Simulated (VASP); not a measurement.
Wanted: the native input for a VASP 6.6.1 run.

```
Task                   : relaxation of cell and atoms
Functional             : PBE
Potentials or basis    : VASP PAW PBE potentials, release 64 (B, P)
Cutoff                 : 600 eV
k mesh                 : 6 × 6 × 6
Occupations            : gaussian, width 0.1 eV
Spin                   : no spin polarisation
Dipole correction      : no
Further INCAR settings : ALGO = Normal; EDIFF = 1e-07; IBRION = 2; EDIFFG = -0.04; NSW = 90; ISIF = 3
```

The structure of BP lies in POSCAR:

```
BP
1.0
    2.9704699200      0.0000000000      0.0000000000
    0.0000000000      2.9704699200      0.0000000000
    0.0000000000      0.0000000000      3.2973869900
B P
1 1
Direct
    0.0000000000      0.0000000000      0.0000000000
    0.5000000000      0.5000000000      0.5000000000
```

One way to write it, as run:

INCAR

```
SYSTEM = BP
  PREC = Accurate
  ENCUT = 600
  EDIFF = 1E-7
  ISMEAR = 0
  SIGMA = 0.1
  LREAL = .False.
  LASPH = .True.
  NELM = 60
  ALGO = Normal
  ISIF = 3
  LWAVE = .False.
  LCHARG = .False.
  GGA = PE
  IBRION = 2
  NSW = 90
  EDIFFG = -0.04
```

KPOINTS

```
Automatic mesh
0
Gamma
  6 6 6
  0 0 0
```

Potentials or basis: VASP PAW PBE potentials, release 64 (B, P).

Run with:

```sh
$ cat potpaw_PBE.64/B/POTCAR potpaw_PBE.64/P/POTCAR > POTCAR
$ mpirun -np 1 vasp_std > vasp.out
```

It gave:

```json
{"Relaxed volume": "10.03 Å³/atom", "Relaxed cell": "a = 2.634 Å, b = 2.634 Å, c = 2.893 Å, α = 90.00°, β = 90.00°, γ = 90.00°", "Space group after relaxing (to 0.05 Å)": "P4/mmm (No. 123)", "Energy gained by relaxing": "422.5 meV/atom", "Ionic steps": "5", "Pressure after relaxing": "-0.3 GPa"}
```

Caveat: the volume moved by over 15 % at a fixed basis, so the end points are rough.

Run time: 38 s on 1 thread of AMD EPYC 7R13 Processor (Zen 3) (shared host), peak memory 0.11 GiB.
